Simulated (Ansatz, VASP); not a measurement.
# Ti: VASP beside Ansatz

```
Ti
1.0
     0.00000    2.05671    2.05671
     2.05671    0.00000    2.05671
     2.05671    2.05671    0.00000
Ti
1
Direct
  0.00000 0.00000 0.00000
```

Change from the starting cell: volume scaled by 1.04, PAW files.

Alike in both runs: task electric field gradients; functional LDA; k mesh 15 × 15 × 15; occupations fermi-dirac, width 0.05 eV; no spin polarisation.

|  | VASP | Ansatz |
| --- | --- | --- |
| version | VASP 6.6.1 | Ansatz 0.2.0 |
| potentials or method | VASP PAW LDA potentials, release 64 (Ti_sv) | PAW with Ansatz's default frozen-core files, scalar-relativistic |
| plane-wave cutoff (eV) | 400 | 420 |
| valence electrons in the cell | 12 | 12 |

VASP gave:

* pressure (GPa): -9.5

Q: Estimate Ansatz's values.

A: Pressure (GPa): -8.7.

LDA's correlation is that of Perdew and Zunger in VASP and of Perdew and Wang (1992) in Ansatz.
